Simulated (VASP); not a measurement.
CdSe (Cadmoselite):

```
Cd Se
1.0
     4.38338    0.00000    0.00000
    -2.19169    3.79612    0.00000
     0.00000    0.00000    7.15355
Cd Se
2 2
Direct
  0.33333 0.66667 0.00458
  0.66667 0.33333 0.50458
  0.33333 0.66667 0.38042
  0.66667 0.33333 0.88042
```

```yaml
Program: VASP 6.6.1
Task: relaxation of cell and atoms
Functional: PBEsol
Potentials_or_basis: VASP PAW PBE potentials, release 64 (Cd, Se)
Cutoff: 600 eV
k_mesh: 6 × 6 × 4
Occupations: fermi-dirac, width 0.02 eV
Spin: no spin polarisation
```

At the start: pressure -2.3 GPa; volume 29.76 Å³/atom.

Question: Where does the relaxation end?

Answer: Over 3 steps the energy falls by 11.2 meV/atom and the volume is 28.29 Å³/atom (-4.9 %); space group P6_3mc (No. 186, to 0.05 Å).

Step by step:
| step | energy change (eV) | largest force (eV/Å) | pressure (GPa) | volume (Å³) |
| --- | --- | --- | --- | --- |
| 1 | 0.0000 | 0.0001 | -2.33 | 119.03 |
| 2 | -0.0417 | 0.0042 | 0.68 | 111.75 |
| 3 | -0.0447 | 0.0033 | 0.00 | 113.16 |

Final structure:
```yaml
crystal:
  lattice:
    - [4.31054, 0.00000, 0.00000]
    - [-2.15527, 3.73304, 0.00000]
    - [0.00000, 0.00000, 7.03255]
  atoms:
    - { symbol: Cd, position: [0.33333, 0.66667, 0.00458] }
    - { symbol: Cd, position: [0.66667, 0.33333, 0.50458] }
    - { symbol: Se, position: [0.33333, 0.66667, 0.38042] }
    - { symbol: Se, position: [0.66667, 0.33333, 0.88042] }
```

Caveat: the PAW data sets were made with another functional, which shifts forces and pressure a little.
